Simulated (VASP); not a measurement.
# Si (Pmma) in VASP: notebook

The runs below take Si through single point, with PBE.

All numbers are computed with VASP 6.6.1; they aren't measurements. Logs are shortened: lines on timing, memory, paths and dates and some standing lists are left out, and cuts for length are marked.

**1. The cell of the first run**

The structure is orthorhombic, space group Pmma (No. 51). The conventional cell has a = 3.649 Å, b = 5.688 Å, c = 5.298 Å, α = 90.00°, β = 90.00°, γ = 90.00°. Si (site symmetry m) has 4 Si at 2.22 Å within 2.9 Å. Within 2.9 Å of Si (site symmetry mm2) lie 4 Si at 2.22 Å.

**2. Single point, PBE**

Contents of INCAR:

```
SYSTEM = Si
PREC = Accurate
ENCUT = 520
EDIFF = 1E-6
ISMEAR = 0
SIGMA = 0.1
LREAL = .FALSE.
LASPH = .TRUE.
NELM = 60
ALGO = Normal
ISIF = 2
LWAVE = .FALSE.
LCHARG = .FALSE.
GGA = PE
NBANDS = 21
```

Contents of KPOINTS:

```
Automatic mesh
0
G
  6 4 4
  0 0 0
```

Contents of POSCAR:

```
Si
1.0
    3.6489597100      0.0000000000      0.0000000000
    0.0000000000      5.6881648000      0.0000000000
    0.0000000000      0.0000000000      5.2983109800
Si
6
Direct
    0.7500000000      0.3046198400      0.1196049900
    0.2500000000      0.6953801600      0.8803950100
    0.2500000000      0.3046198400      0.8803950100
    0.7500000000      0.6953801600      0.1196049900
    0.2500000000      0.0000000000      0.6189374900
    0.7500000000      0.0000000000      0.3810625100
```

Potentials or basis: VASP PAW PBE potentials, release 64 (Si).

Launch:

```console
> cat potpaw_PBE.64/Si/POTCAR > POTCAR
> mpirun -np 1 vasp_std > vasp.out
```

OUTCAR:

```text
SYSTEM = Si
   PREC = Accurate
   ENCUT = 520
   EDIFF = 1E-6
   ISMEAR = 0
   LREAL = .FALSE.
   LASPH = .TRUE.
   NELM = 60
   ISIF = 2
   GGA = PE

 ion  position               nearest neighbor table
   1  0.750  0.305  0.120-   6 2.22   3 2.22   3 2.22   4 2.22   2 3.14   2 3.14
   2  0.250  0.695  0.880-   5 2.22   4 2.22   4 2.22   3 2.22   1 3.14   1 3.14
   3  0.250  0.305  0.880-   5 2.22   1 2.22   1 2.22   2 2.22   4 3.14   4 3.14
   4  0.750  0.695  0.120-   6 2.22   2 2.22   2 2.22   1 2.22   3 3.14   3 3.14
   5  0.250  0.000  0.619-   6 2.22   6 2.22   2 2.22   3 2.22
   6  0.750  0.000  0.381-   5 2.22   5 2.22   1 2.22   4 2.22

  LATTYP: Found a simple orthorhombic cell.
 ALAT       =     3.6489597100
 B/A-ratio  =     1.4520058869
 C/A-ratio  =     1.5588456031

  Lattice vectors:

 A1 = (  -3.6489597100,   0.0000000000,   0.0000000000)
 A2 = (   0.0000000000,   0.0000000000,   5.2983109800)
 A3 = (   0.0000000000,   5.6881648000,   0.0000000000)

Analysis of symmetry for initial positions (statically):
=====================================================================
 Subroutine PRICEL returns:
 Original cell was already a primitive cell.

 Routine SETGRP: Setting up the symmetry group for a
 simple orthorhombic supercell.

 Subroutine GETGRP returns: Found  8 space group operations
 (whereof  4 operations were pure point group operations)
 out of a pool of  8 trial point group operations.

The static configuration has the point symmetry C_2h.
 The point group associated with its full space group is D_2h.

Analysis of symmetry for dynamics (positions and initial velocities):
=====================================================================
 Subroutine PRICEL returns:
 Original cell was already a primitive cell.

 Routine SETGRP: Setting up the symmetry group for a
 simple orthorhombic supercell.

 Subroutine GETGRP returns: Found  8 space group operations
 (whereof  4 operations were pure point group operations)
 out of a pool of  8 trial point group operations.

The dynamic configuration has the point symmetry C_2h.
 The point group associated with its full space group is D_2h.

 Subroutine INISYM returns: Found  8 space group operations
 (whereof  4 operations are pure point group operations),
 and found     1 'primitive' translations

----------------------------------------------------------------------------------------

                                     Primitive cell

  volume of cell :     109.9711

  direct lattice vectors                    reciprocal lattice vectors
     3.648959710  0.000000000  0.000000000     0.274050710  0.000000000  0.000000000
     0.000000000  5.688164800  0.000000000     0.000000000  0.175803627  0.000000000
     0.000000000  0.000000000  5.298310980     0.000000000  0.000000000  0.188739393

  length of vectors
     3.648959710  5.688164800  5.298310980     0.274050710  0.175803627  0.188739393

  position of ions in fractional coordinates (direct lattice)
     0.750000000  0.304619840  0.119604990
     0.250000000  0.695380160  0.880395010
     0.250000000  0.304619840  0.880395010
     0.750000000  0.695380160  0.119604990
     0.250000000  0.000000000  0.618937490
     0.750000000  0.000000000  0.381062510

  ion indices of the primitive-cell ions
   primitive index   ion index
                 1           1
                 2           2
                 3           3
                 4           4
                 5           5
                 6           6

----------------------------------------------------------------------------------------

 KPOINTS: Automatic mesh

Automatic generation of k-mesh.
 Grid dimensions read from file:
 generate k-points for:    6    4    4

 Generating k-lattice:

  Cartesian coordinates                     Fractional coordinates (reciprocal lattice)
     0.045675118  0.000000000  0.000000000     0.166666667  0.000000000  0.000000000
     0.000000000  0.043950907  0.000000000     0.000000000  0.250000000  0.000000000
     0.000000000  0.000000000  0.047184848     0.000000000  0.000000000  0.250000000

  Length of vectors
     0.045675118  0.043950907  0.047184848

  Shift w.r.t. Gamma in fractional coordinates (k-lattice)
     0.000000000  0.000000000  0.000000000

 Subroutine IBZKPT returns following result:
 ===========================================

 Found     36 irreducible k-points:

 Following reciprocal coordinates:
            Coordinates               Weight
  0.000000  0.000000  0.000000      1.000000
  0.166667  0.000000  0.000000      2.000000
  0.333333  0.000000  0.000000      2.000000
  0.500000  0.000000  0.000000      1.000000
  0.000000  0.250000  0.000000      2.000000
  0.166667  0.250000  0.000000      4.000000
[... 16 lines left out ...]
  0.333333  0.500000  0.250000      4.000000
  0.500000  0.500000  0.250000      2.000000
 [... further k-points ...]
   k-points           NKPTS =     36   k-points in BZ     NKDIM =     36   number of bands    NBANDS=     21
   number of dos      NEDOS =    301   number of ions     NIONS =      6
   total plane-waves  NPLWV =  47040
   dimension x,y,z NGX =    28 NGY =   42 NGZ =   40
   dimension x,y,z NGXF=    56 NGYF=   84 NGZF=   80
   ions per type =               6
   NGX,Y,Z   is equivalent  to a cutoff of  12.76, 12.28, 12.55 a.u.
   NGXF,Y,Z  is equivalent  to a cutoff of  25.51, 24.55, 25.10 a.u.
 SYSTEM =  Si
   PREC   = accura    normal or accurate (medium, high low for compatibility)
   ISTART =      0    job   : 0-new  1-cont  2-samecut
   ICHARG =      2    charge: 1-file 2-atom 10-const
   ISPIN  =      1    spin polarized calculation?
   LNONCOLLINEAR =      F non collinear calculations
   LSORBIT =      F    spin-orbit coupling
   LASPH  =      T    aspherical Exc in radial PAW
   ENCUT  =  520.0 eV  38.22 Ry    6.18 a.u.   6.78 10.58  9.85*2*pi/ulx,y,z
   NELM   =     60;   NELMIN=  2; NELMDL= -5     # of ELM steps
   EDIFF  = 0.1E-05   stopping-criterion for ELM
   LREAL  =      F    real-space projection
   EDIFFG = 0.1E-04   stopping-criterion for IOM
   NSW    =      0    number of steps for IOM
   IBRION =     -1    ionic relax: 0-MD 1-quasi-New 2-CG
   NFREE  =      0    steps in history (QN), initial steepest desc. (CG)
   ISIF   =      2    stress and relaxation
   ISYM   =      2    0-nonsym 1-usesym 2-fastsym
   POTIM  = 0.5000    time-step for ionic-motion
   TEBEG  =    0.0;   TEEND  =   0.0 temperature during run
   PSTRESS=    0.0 pullay stress
   NELECT =      24.0000    total number of electrons
   NUPDOWN=      -1.0000    fix difference up-down
   EMIN   =  10.00;   EMAX   =-10.00  energy-range for DOS
   EFERMI =   0.00;   METHOD = LEGACY
   ISMEAR =     0;   SIGMA  =   0.10  broadening in eV -4-tet -1-fermi 0-gaus
   EFERMI_NEDOS =   21; number of points for ismear=-14 and -15
   IALGO  =     38    algorithm
   IMIX   =      4    mixing-type and parameters
     AMIX     =   0.40;   BMIX     =  1.00
     AMIX_MAG =   1.60;   BMIX_MAG =  1.00
  volume/ion in A,a.u.               =      18.33       123.69
  Fermi-wavevector in a.u.,A,eV,Ry     =   0.985642  1.862593 13.217915  0.971489
  Thomas-Fermi vector in A             =   2.116964
   LORBIT       =      0    0 simple, 1 ext, 2 COOP (PROOUT), +10 PAW based schemes
   GGA     = PE    functional components
   LHFCALC =     F    Hartree Fock is set to
   AEXX    =    0.0000 exact exchange contribution
   IVDW    =     0    specifies the selected vdW correction
   LEPSILON=     F    determine dielectric tensor
   LRPA    =     F    only Hartree local field effects (RPA)
 non-spin polarized calculation
 Gauss-broadening in eV      SIGMA  =   0.10
  energy-cutoff  :      520.00
  volume of cell :      109.97
 maximum number of plane-waves:      2996
 NGX is ok and might be reduce to    28
   NGX = 13   NGY = 21   NGZ = 19

 number of electron      23.9999998 magnetization

 Free energy of the ion-electron system (eV)
  ---------------------------------------------------
  ext. energy  EPLUGINS =         0.00000000
  ---------------------------------------------------
  free energy    TOTEN  =       -30.00664267 eV

  energy without entropy =      -30.00366599  energy(sigma->0) =      -30.00515433

 E-fermi :   6.7087     XC(G=0):  -9.5916

 val. band max:        6.6706685122   @ k =   0.0000   0.0000   0.2500
 cond. band min:       6.7513936504   @ k =   0.0000   0.0000   0.5000
 fundamental gap:      0.0807251383
 Fermi energy:         6.7087424764

 k-point     1 :       0.0000    0.0000    0.0000
  band No.  band energies     occupation
      1      -6.5161      2.00000
      2      -3.4711      2.00000
      3      -2.3653      2.00000
      4      -1.4366      2.00000
      5       1.4090      2.00000
      6       2.6081      2.00000
[... 13 lines left out ...]
     20      12.7170      0.00000
     21      12.7896      0.00000

 k-point     2 :       0.1667    0.0000    0.0000
  band No.  band energies     occupation
      1      -6.2363      2.00000
      2      -3.1910      2.00000
      3      -2.0886      2.00000
      4      -1.5692      2.00000
      5       1.6485      2.00000
      6       1.7236      2.00000
[... 13 lines left out ...]
     20      11.5760      0.00000
     21      12.0367      0.00000

 k-point     3 :       0.3333    0.0000    0.0000
  band No.  band energies     occupation
      1      -5.4109      2.00000
      2      -2.5436      2.00000
      3      -2.3624      2.00000
      4      -1.2727      2.00000
      5       0.5074      2.00000
      6       1.5756      2.00000
[... 13 lines left out ...]
     20      12.3807      0.00000
     21      12.3910      0.00000
[... 457 lines left out ...]
 k-point    23 :       0.3333    0.5000    0.2500
  band No.  band energies     occupation
      1      -4.5138      2.00000
      2      -4.0593      2.00000
      3      -2.2221      2.00000
      4      -1.4984      2.00000
      5       0.0758      2.00000
      6       1.6076      2.00000
[... 13 lines left out ...]
     20      12.1237      0.00000
     21      13.1253      0.00000

 k-point    24 :       0.5000    0.5000    0.2500
  band No.  band energies     occupation
      1      -3.1659      2.00000
      2      -3.1659      2.00000
      3      -2.9096      2.00000
      4      -2.9096      2.00000
      5       0.4248      2.00000
      6       0.4248      2.00000
[... 13 lines left out ...]
     20      10.9794      0.00000
     21      14.3067      0.00000

 [... further k-points ...]
[... 5 lines left out ...]
  --------------------------------------------------------------------------------------
  -------------------------------------------------------------------------------------
  Total       15.3512376     16.9259054     15.7122809      0.0000000      0.0000000      0.0000000
  in kB      223.6532910    246.5947397    228.9133569      0.0000000      0.0000000      0.0000000
  external PRESSURE =     233.0537959 kB  Pullay stress =       0.0000000 kB

 VOLUME and BASIS-vectors are now :
 -----------------------------------------------------------------------------
  energy-cutoff  :      520.00
  volume of cell :      109.97
      direct lattice vectors                 reciprocal lattice vectors
     3.648959710  0.000000000  0.000000000     0.274050710  0.000000000  0.000000000
     0.000000000  5.688164800  0.000000000     0.000000000  0.175803627  0.000000000
     0.000000000  0.000000000  5.298310980     0.000000000  0.000000000  0.188739393

 POSITION                                       TOTAL-FORCE (eV/Angst)
 -----------------------------------------------------------------------------------
      2.73672      1.73273      0.63370         0.000000     -0.869739      1.092358
      0.91224      3.95544      4.66461        -0.000000      0.869739     -1.092358
      0.91224      1.73273      4.66461         0.000000     -0.869739     -1.092358
      2.73672      3.95544      0.63370         0.000000      0.869739      1.092358
      0.91224      0.00000      3.27932         0.000000      0.000000     -0.291282
      2.73672      0.00000      2.01899         0.000000     -0.000000      0.291282
 -----------------------------------------------------------------------------------
    total drift:                               -0.000000      0.000000     -0.000000

  FREE ENERGIE OF THE ION-ELECTRON SYSTEM (eV)
  ---------------------------------------------------
  free  energy   TOTEN  =       -30.0066426665 eV

  energy  without entropy=      -30.0036659902  energy(sigma->0) =      -30.00515433
```

Wall time 66 s (1 thread of Intel Xeon Platinum 8259CL at 2.50GHz (Skylake/Cascade Lake), shared host); peak memory 0.22 GiB.

Results:

* Free energy: -30.0066 eV
* Pressure: 23.3 GPa
* Largest force: 1.396 eV/Å
* Band gap on the k mesh: zero (band 12 reaches 7.07 eV, above the bottom of band 13 at 6.62 eV)

Forces in eV/Å, atoms in the order of the input:
```
Si   0.000 -0.870  1.092
Si   0.000  0.870 -1.092
Si   0.000 -0.870 -1.092
Si   0.000  0.870  1.092
Si   0.000  0.000 -0.291
Si   0.000  0.000  0.291
```

Stress tensor (GPa, compression positive):
```
22.37  0.00  0.00
 0.00 24.66  0.00
 0.00  0.00 22.89
```

Caveat: forces of over 1 eV/Å act on the atoms, so gaps and moduli don't describe the material at rest.

**3. Single point, PBE**

This run uses another cell than the first one, of 22.45 Å³/atom, 1.225 times its volume.

Contents of INCAR:

```
PREC = Accurate ; ENCUT = 520
EDIFF = 1E-7 ; ISMEAR = 0
SIGMA = 0.1 ; LREAL = False
LASPH = True ; NELM = 60
ALGO = Normal ; ISIF = 2
LWAVE = False ; LCHARG = False
GGA = PE ; NBANDS = 21
```

Contents of KPOINTS:

```
Automatic mesh
0
Gamma
  6 4 4
```

Contents of POSCAR:

```
Si
1.0
    3.8706866481      0.0000000000      0.0000000000
    0.0000000000      5.8633607695      0.0000000000
    0.0000000000      0.0000000000      5.9358361532
Si
6
Direct
    0.7500000000      0.2942761183      0.1163395130
    0.2500000000      0.7057238817      0.8836604870
    0.2500000000      0.2942761183      0.8836604870
    0.7500000000      0.7057238817      0.1163395130
    0.2500000000      0.0000000000      0.6125846199
    0.7500000000      0.0000000000      0.3874153801
```

Potentials or basis: VASP PAW PBE potentials, release 64 (Si).

Launch:

```console
> cat potpaw_PBE.64/Si/POTCAR > POTCAR
> mpirun -np 1 vasp_std > vasp.out
```

Wall time 1.8 min (1 thread of Intel Xeon Platinum 8259CL at 2.50GHz (Skylake/Cascade Lake), shared host); peak memory 0.27 GiB.

The run converged. Its results:

- Free energy: -31.6043 eV
- Pressure: -0.1 GPa
- Largest force: 0.019 eV/Å
- Band gap on the k mesh: 0.24 eV, indirect (least direct gap 0.47 eV)

Forces in eV/Å, atoms in the order of the input:
```
Si   0.000 -0.005  0.013
Si   0.000  0.005 -0.013
Si   0.000 -0.005 -0.013
Si   0.000  0.005  0.013
Si   0.000  0.000  0.019
Si   0.000  0.000 -0.019
```

Levels at points of the mesh, in eV from the valence-band top:
```csv
k point,band 10,band 11,band 12,band 13,band 14,band 15
"(0.00, 0.00, 0.00)",-1.19,-1.12,-0.25,0.26,1.98,2.35
"(0.50, 0.00, 0.00)",-2.89,-1.90,-1.90,1.38,1.38,1.83
"(0.00, 0.50, 0.00)",-1.34,-0.51,0.00,1.00,1.26,1.34
"(0.50, 0.50, 0.00)",-3.35,-1.49,-1.49,1.16,1.16,1.62
"(0.00, 0.00, 0.50)",-1.87,-0.60,-0.20,0.30,2.01,2.02
"(0.50, 0.00, 0.50)",-2.47,-2.40,-2.40,1.69,1.69,2.91
"(0.00, 0.50, 0.50)",-1.79,-1.09,-1.06,0.55,1.08,1.61
"(0.50, 0.50, 0.50)",-1.74,-1.22,-1.22,1.23,1.23,2.71
```

A k mesh can miss the band edges.
